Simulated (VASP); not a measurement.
# Al4Cu2H in VASP: notebook

The runs below take Al4Cu2H through single point, with PBE.

All numbers are computed with VASP 6.6.1; they aren't measurements. Logs are shortened: lines on timing, memory, paths and dates and some standing lists are left out, and cuts for length are marked.

### 1 The cell of the first run

The cell holds a slab with vacuum, 7 atoms: a = 4.089 Å, b = 4.089 Å, c = 20.361 Å, α = 90.00°, β = 90.00°, γ = 60.00°.

### 2 Single point, PBE

File INCAR:

```
  PREC = Accurate
  ENCUT = 520
  EDIFF = 1E-6
  ISMEAR = -1
  SIGMA = 0.1
  LREAL = F
  LASPH = T
  NELM = 120
  ALGO = Normal
  ISIF = 2
  LWAVE = F
  LCHARG = T
  LDIPOL = T
  IDIPOL = 3
  DIPOL = 0.5 0.5 0.339
  GGA = PE
  LELF = T
  LVHAR = T
  LVACPOTAV = T
  NBANDS = 26
  GGA_COMPAT = F
  NELMDL = -8
```

File KPOINTS:

```
Automatic mesh
0
Gamma
  9 9 1
```

File POSCAR:

```
Al4Cu2H
1.0
    4.0889418899      0.0000000000      0.0000000000
    2.0442840433      3.5412354524      0.0000000000
    0.0000000000      0.0000000000     20.3610078836
Al Cu H
4 2 1
Direct
    0.6667174561      0.6667174561      0.1964539291
    0.3334044385      0.3334044385      0.2784404877
    0.0000542489      0.0000542489      0.3605162434
    0.6667259434      0.6667259434      0.4351949537
    0.0000609473      0.0000609473      0.2374472084
    0.3333908767      0.3333908767      0.4027831442
    0.6667259434      1.1111703879      0.4614504199
```

Potentials or basis: VASP PAW PBE potentials, release 64 (Al, Cu, H).

The run is started by

```bash
cat potpaw_PBE.64/Al/POTCAR potpaw_PBE.64/Cu/POTCAR potpaw_PBE.64/H/POTCAR > POTCAR
mpirun -np 1 vasp_std > vasp.out
```

OUTCAR:

```text
PREC = Accurate
   ENCUT = 520
   EDIFF = 1E-6
   ISMEAR = -1
   LREAL = F
   LASPH = T
   NELM = 120
   ISIF = 2
   GGA = PE
   NELMDL = -8

 ion  position               nearest neighbor table
   1  0.667  0.667  0.196-   5 2.50   5 2.50   5 2.50   2 2.89   2 2.89   2 2.89
   2  0.333  0.333  0.278-   5 2.50   5 2.50   5 2.50   6 2.53   1 2.89   1 2.89   1 2.89   3 2.89
                             3 2.89   3 2.89
   3  0.000  0.000  0.361-   5 2.51   6 2.51   6 2.51   6 2.51   4 2.81   4 2.81   4 2.81   2 2.89
                             2 2.89   2 2.89
   4  0.667  0.667  0.435-   7 1.89   6 2.45   6 2.45   6 2.45   3 2.81   3 2.81   3 2.81
   5  0.000  0.000  0.237-   1 2.50   2 2.50   1 2.50   2 2.50   1 2.50   2 2.50   3 2.51
   6  0.333  0.333  0.403-   7 1.69   4 2.45   4 2.45   4 2.45   3 2.51   3 2.51   3 2.51   2 2.53

   7  0.667  0.111  0.461-   6 1.69   4 1.89

  LATTYP: Found a base centered orthorhombic cell.
 ALAT       =     4.0891287873
 B/A-ratio  =     1.7319452535
 C/A-ratio  =     4.9793021797

  Lattice vectors:

 A1 = (  -2.0442840433,  -3.5412354524,   0.0000000000)
 A2 = (   4.0889418899,   0.0000000000,   0.0000000000)
 A3 = (   0.0000000000,   0.0000000000,  20.3610078836)

Analysis of symmetry for initial positions (statically):
=====================================================================
 Subroutine PRICEL returns:
 Original cell was already a primitive cell.

 Routine SETGRP: Setting up the symmetry group for a
 base centered orthorhombic supercell.

 Subroutine GETGRP returns: Found  1 space group operations
 (whereof  1 operations were pure point group operations)
 out of a pool of  8 trial point group operations.

The static configuration has the point symmetry C_1 .

Analysis of symmetry for dynamics (positions and initial velocities):
=====================================================================
 Subroutine PRICEL returns:
 Original cell was already a primitive cell.

 Routine SETGRP: Setting up the symmetry group for a
 base centered orthorhombic supercell.

 Subroutine GETGRP returns: Found  1 space group operations
 (whereof  1 operations were pure point group operations)
 out of a pool of  8 trial point group operations.

The dynamic configuration has the point symmetry C_1 .

 Subroutine INISYM returns: Found  1 space group operations
 (whereof  1 operations are pure point group operations),
 and found     1 'primitive' translations

----------------------------------------------------------------------------------------

                                     Primitive cell

  volume of cell :     294.8255

  direct lattice vectors                    reciprocal lattice vectors
     4.088941890  0.000000000  0.000000000     0.244562047 -0.141180754  0.000000000
     2.044284043  3.541235452  0.000000000     0.000000000  0.282387323  0.000000000
     0.000000000  0.000000000 20.361007884     0.000000000  0.000000000  0.049113482

  length of vectors
     4.088941890  4.088941890 20.361007884     0.282387323  0.282387323  0.049113482

  position of ions in fractional coordinates (direct lattice)
     0.666717456  0.666717456  0.196453929
     0.333404438  0.333404438  0.278440488
     0.000054249  0.000054249  0.360516243
     0.666725943  0.666725943  0.435194954
     0.000060947  0.000060947  0.237447208
     0.333390877  0.333390877  0.402783144
     0.666725943  0.111170388  0.461450420

  ion indices of the primitive-cell ions
   primitive index   ion index
                 1           1
                 2           2
                 3           3
                 4           4
                 5           5
                 6           6
                 7           7

----------------------------------------------------------------------------------------

 KPOINTS: Automatic mesh

Automatic generation of k-mesh.
 Grid dimensions read from file:
 generate k-points for:    9    9    1

 Generating k-lattice:

  Cartesian coordinates                     Fractional coordinates (reciprocal lattice)
     0.027173561 -0.015686750  0.000000000     0.111111111  0.000000000  0.000000000
     0.000000000  0.031376369  0.000000000     0.000000000  0.111111111  0.000000000
     0.000000000  0.000000000  0.049113482     0.000000000  0.000000000  1.000000000

  Length of vectors
     0.031376369  0.031376369  0.049113482

  Shift w.r.t. Gamma in fractional coordinates (k-lattice)
     0.000000000  0.000000000  0.000000000

 Subroutine IBZKPT returns following result:
 ===========================================

 Found     41 irreducible k-points:

 Following reciprocal coordinates:
            Coordinates               Weight
  0.000000  0.000000  0.000000      1.000000
  0.111111 -0.000000  0.000000      2.000000
  0.000000 -0.111111  0.000000      2.000000
  0.222222  0.000000  0.000000      2.000000
  0.000000 -0.222222  0.000000      2.000000
  0.333333  0.000000  0.000000      2.000000
[... 16 lines left out ...]
 -0.111111  0.111111  0.000000      2.000000
  0.222222  0.222222  0.000000      2.000000
 [... further k-points ...]
   k-points           NKPTS =     41   k-points in BZ     NKDIM =     41   number of bands    NBANDS=     26
   number of dos      NEDOS =    301   number of ions     NIONS =      7
   total plane-waves  NPLWV = 144000
   dimension x,y,z NGX =    30 NGY =   30 NGZ =  160
   dimension x,y,z NGXF=    60 NGYF=   60 NGZF=  320
   ions per type =               4   2   1
   NGX,Y,Z   is equivalent  to a cutoff of  12.20, 12.20, 13.06 a.u.
   NGXF,Y,Z  is equivalent  to a cutoff of  24.39, 24.39, 26.13 a.u.
 SYSTEM =  unknown system
   PREC   = accura    normal or accurate (medium, high low for compatibility)
   ISTART =      0    job   : 0-new  1-cont  2-samecut
   ICHARG =      2    charge: 1-file 2-atom 10-const
   ISPIN  =      1    spin polarized calculation?
   LNONCOLLINEAR =      F non collinear calculations
   LSORBIT =      F    spin-orbit coupling
   LASPH  =      T    aspherical Exc in radial PAW
   ENCUT  =  520.0 eV  38.22 Ry    6.18 a.u.   7.60  7.60 37.86*2*pi/ulx,y,z
   NELM   =    120;   NELMIN=  2; NELMDL= -8     # of ELM steps
   EDIFF  = 0.1E-05   stopping-criterion for ELM
   LREAL  =      F    real-space projection
   EDIFFG = 0.1E-04   stopping-criterion for IOM
   NSW    =      0    number of steps for IOM
   IBRION =     -1    ionic relax: 0-MD 1-quasi-New 2-CG
   NFREE  =      0    steps in history (QN), initial steepest desc. (CG)
   ISIF   =      2    stress and relaxation
   ISYM   =      2    0-nonsym 1-usesym 2-fastsym
   POTIM  = 0.5000    time-step for ionic-motion
   TEBEG  =    0.0;   TEEND  =   0.0 temperature during run
   PSTRESS=    0.0 pullay stress
   NELECT =      35.0000    total number of electrons
   NUPDOWN=      -1.0000    fix difference up-down
   EMIN   =  10.00;   EMAX   =-10.00  energy-range for DOS
   EFERMI =   0.00;   METHOD = LEGACY
   ISMEAR =    -1;   SIGMA  =   0.10  broadening in eV -4-tet -1-fermi 0-gaus
   EFERMI_NEDOS =   21; number of points for ismear=-14 and -15
   IALGO  =     38    algorithm
   IMIX   =      4    mixing-type and parameters
     AMIX     =   0.40;   BMIX     =  1.00
     AMIX_MAG =   1.60;   BMIX_MAG =  1.00
  volume/ion in A,a.u.               =      42.12       284.23
  Fermi-wavevector in a.u.,A,eV,Ry     =   0.804592  1.520459  8.807986  0.647369
  Thomas-Fermi vector in A             =   1.912678
   LORBIT       =      0    0 simple, 1 ext, 2 COOP (PROOUT), +10 PAW based schemes
   GGA     = PE    functional components
   LHFCALC =     F    Hartree Fock is set to
   AEXX    =    0.0000 exact exchange contribution
   IVDW    =     0    specifies the selected vdW correction
   LEPSILON=     F    determine dielectric tensor
   LRPA    =     F    only Hartree local field effects (RPA)
 non-spin polarized calculation
  energy-cutoff  :      520.00
  volume of cell :      294.83
 maximum number of plane-waves:      7989
   NGX = 15   NGY = 15   NGZ = 75

 dipolmoment           0.000000      0.000000      0.000578 electrons x Angstroem

 number of electron      34.9999971 magnetization

 dipolmoment           0.000000      0.000000     -0.024574 electrons x Angstroem

 Free energy of the ion-electron system (eV)
  ---------------------------------------------------
  ext. energy  EPLUGINS =         0.00000000
  ---------------------------------------------------
  free energy    TOTEN  =       -24.51597701 eV

  energy without entropy =      -24.46593526  energy(sigma->0) =      -24.49095614

 E-fermi :  -0.3011     XC(G=0):  -4.3641

 val. band max:       -0.3385866184   @ k =   0.2222   0.1111   0.0000
 cond. band min:      -0.3004520197   @ k =  -0.1111   0.1111   0.0000
 fundamental gap:      0.0381345987
 Fermi energy:        -0.3010991142

 k-point     1 :       0.0000    0.0000    0.0000
  band No.  band energies     occupation
      1     -10.3457      2.00000
      2      -8.7952      2.00000
      3      -6.1267      2.00000
      4      -5.1431      2.00000
      5      -5.0110      2.00000
      6      -4.9046      2.00000
[... 18 lines left out ...]
     25       3.2889      0.00000
     26       3.5841      0.00000

 k-point     2 :       0.1111   -0.0000    0.0000
  band No.  band energies     occupation
      1     -10.2056      2.00000
      2      -8.6600      2.00000
      3      -6.0903      2.00000
      4      -5.1372      2.00000
      5      -5.0158      2.00000
      6      -4.9073      2.00000
[... 18 lines left out ...]
     25       3.9982      0.00000
     26       4.2878      0.00000

 k-point     3 :       0.0000   -0.1111    0.0000
  band No.  band energies     occupation
      1     -10.2036      2.00000
      2      -8.6557      2.00000
      3      -6.0653      2.00000
      4      -5.1524      2.00000
      5      -5.0246      2.00000
      6      -4.8897      2.00000
[... 18 lines left out ...]
     25       3.7241      0.00000
     26       4.2893      0.00000

 k-point     4 :       0.2222    0.0000    0.0000
  band No.  band energies     occupation
      1      -9.7916      2.00000
      2      -8.2675      2.00000
      3      -6.0218      2.00000
      4      -5.2008      2.00000
      5      -5.0108      2.00000
      6      -4.8919      2.00000
[... 18 lines left out ...]
     25       4.0883      0.00000
     26       4.5401      0.00000

 k-point     5 :       0.0000   -0.2222    0.0000
  band No.  band energies     occupation
      1      -9.7832      2.00000
      2      -8.2453      2.00000
      3      -5.9159      2.00000
      4      -5.2800      2.00000
      5      -5.0308      2.00000
      6      -4.8349      2.00000
[... 18 lines left out ...]
     25       4.1542      0.00000
     26       4.3637      0.00000

 k-point     6 :       0.3333    0.0000    0.0000
  band No.  band energies     occupation
      1      -9.1307      2.00000
      2      -7.6852      2.00000
      3      -6.0702      2.00000
      4      -5.3762      2.00000
      5      -5.1669      2.00000
      6      -4.8077      2.00000
[... 427 lines left out ...]
 k-point    21 :      -0.2222    0.1111    0.0000
  band No.  band energies     occupation
      1      -9.3842      2.00000
      2      -7.8927      2.00000
      3      -5.9609      2.00000
      4      -5.3099      2.00000
      5      -5.0690      2.00000
      6      -4.8463      2.00000
[... 18 lines left out ...]
     25       4.3459      0.00000
     26       4.5868      0.00000

 k-point    22 :      -0.1111    0.2222    0.0000
  band No.  band energies     occupation
      1      -9.3771      2.00000
      2      -7.8684      2.00000
      3      -5.8593      2.00000
      4      -5.4131      2.00000
      5      -5.0728      2.00000
      6      -4.8107      2.00000
[... 18 lines left out ...]
     25       4.3614      0.00000
     26       4.5129      0.00000

 k-point    23 :      -0.1111    0.1111    0.0000
  band No.  band energies     occupation
      1      -9.9250      2.00000
      2      -8.3902      2.00000
      3      -6.0087      2.00000
      4      -5.1761      2.00000
      5      -5.0355      2.00000
      6      -4.8774      2.00000
[... 18 lines left out ...]
     25       4.0227      0.00000
     26       4.1745      0.00000

 k-point    24 :       0.2222    0.2222    0.0000
  band No.  band energies     occupation
      1      -9.7897      2.00000
      2      -8.2466      2.00000
      3      -5.9062      2.00000
      4      -5.2829      2.00000
      5      -4.9739      2.00000
      6      -4.8601      2.00000
[... 18 lines left out ...]
     25       4.1167      0.00000
     26       4.3413      0.00000

 [... further k-points ...]

------------------------ aborting loop because EDIFF is reached ----------------------------------------

  FORCE on cell =-STRESS in cart. coord.  units (eV):
  Direction    XX          YY          ZZ          XY          YZ          ZX
  --------------------------------------------------------------------------------------
  -------------------------------------------------------------------------------------
  Total       -0.4659613     -0.2306922     -0.2910224     -0.1349568      0.7580119     -1.1790321
  in kB       -2.5321849     -1.2536561     -1.5815100     -0.7333990      4.1192826     -6.4072431
  external PRESSURE =      -1.7891170 kB  Pullay stress =       0.0000000 kB

 VOLUME and BASIS-vectors are now :
 -----------------------------------------------------------------------------
  energy-cutoff  :      520.00
  volume of cell :      294.83
      direct lattice vectors                 reciprocal lattice vectors
     4.088941890  0.000000000  0.000000000     0.244562047 -0.141180754  0.000000000
     2.044284043  3.541235452  0.000000000     0.000000000  0.282387323  0.000000000
     0.000000000  0.000000000 20.361007884     0.000000000  0.000000000  0.049113482

 POSITION                                       TOTAL-FORCE (eV/Angst)
 -----------------------------------------------------------------------------------
      4.08913      2.36100      4.00000        -0.021988     -0.000509      0.480771
      2.04484      1.18066      5.66933         0.059194     -0.076167     -0.185153
      0.00033      0.00019      7.34047         0.261626     -0.104482     -0.390017
      4.08918      2.36103      8.86101         0.050094     -0.001151     -0.157293
      0.00037      0.00022      4.83466         0.087669     -0.059816     -0.303354
      2.04476      1.18062      8.20107         0.093914      0.014752      0.520183
      2.95347      0.39368      9.39560        -0.530509      0.227372      0.034862
 -----------------------------------------------------------------------------------
    total drift:                                0.000134     -0.000007     -0.002169

  FREE ENERGIE OF THE ION-ELECTRON SYSTEM (eV)
  ---------------------------------------------------
  free  energy   TOTEN  =       -24.5159770109 eV

  energy  without entropy=      -24.4659352634  energy(sigma->0) =      -24.49095614

 vacuum level on the upper side and lower side of the slab         3.559         3.865
```

Wall time 13 min (1 thread of Intel Xeon Platinum 8259CL at 2.50GHz (Skylake/Cascade Lake), shared host); peak memory 0.53 GiB.

Results:

| Item | Value |
| --- | --- |
| Free energy | -24.5160 eV |
| Largest force | 0.578 eV/Å |
| Band gap on the k mesh | zero (an odd number of electrons rules out a gap without spin polarisation) |

Forces on the atoms (eV/Å):
```
Al  -0.022 -0.001  0.481
Al   0.059 -0.076 -0.185
Al   0.262 -0.104 -0.390
Al   0.050 -0.001 -0.157
Cu   0.088 -0.060 -0.303
Cu   0.094  0.015  0.520
H   -0.531  0.227  0.035
```

Levels at points of the mesh, in eV from the Fermi level:
| k point | band 15 | band 16 | band 17 | band 18 | band 19 | band 20 | band 21 | band 22 |
| --- | --- | --- | --- | --- | --- | --- | --- | --- |
| (0.00, 0.00, 0.00) | 0.18 | 1.10 | 1.39 | 1.80 | 2.12 | 2.53 | 3.14 | 3.32 |

(Continued in part 2 of 2.)
